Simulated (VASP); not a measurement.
Sc7As: single point with PBE

Sc7As:

```
CELL_PARAMETERS angstrom
3.40026 0.00000 0.00000
-1.70013 2.94471 0.00000
0.00000 0.00000 19.26312
ATOMIC_POSITIONS crystal
Sc 0.00000 0.00000 0.36756
Sc 0.66667 0.33333 0.50000
Sc 0.00000 0.00000 0.63244
Sc 0.66667 0.33333 0.76345
Sc 0.00000 0.00000 0.90254
Sc 0.00000 0.00000 0.09746
Sc 0.66667 0.33333 0.23655
As 0.33333 0.66667 0.00000
```

| Property | Result |
| --- | --- |
| Program | VASP 6.6.1 |
| Task | single point |
| Functional | PBE |
| Potentials or basis | VASP PAW PBE potentials, release 64 (Sc_sv, As) |
| Cutoff | 520 eV |
| k mesh | 12 × 12 × 2 |
| Occupations | gaussian, width 0.1 eV |
| Spin | no spin polarisation |
| Dipole correction | no |
| Further INCAR settings | ALGO = Fast; EDIFF = 1e-07; NBANDS = 51 |

The pressure is 0.1 GPa and the largest force is 0.028 eV/Å. The band gap on the k mesh is zero (bands 41 and 42 overlap by 1.10 eV).

Forces on the atoms (eV/Å):
```
Sc   0.000  0.000  0.001
Sc   0.000  0.000  0.000
Sc   0.000  0.000 -0.001
Sc   0.000  0.000  0.003
Sc   0.000  0.000 -0.028
Sc   0.000  0.000  0.028
Sc   0.000  0.000 -0.003
As   0.000  0.000  0.000
```

Levels at points of the mesh, in eV from the Fermi level:
```tsv
k point	band 39	band 40	band 41	band 42	band 43	band 44
(0.00, 0.00, 0.00)	0.32	0.66	0.79	1.17	1.37	1.37
(0.50, 0.00, 0.00)	-0.55	-0.39	-0.38	-0.18	-0.16	0.01
(0.00, 0.00, 0.50)	0.32	0.71	0.82	1.00	1.34	1.34
(0.50, 0.00, 0.50)	-0.55	-0.38	-0.37	-0.21	-0.07	0.02
```

Wall time 9.5 min on 1 thread of Intel(R) Xeon(R) 6975P-C (Granite Rapids), on a shared host, peak memory 0.51 GiB.
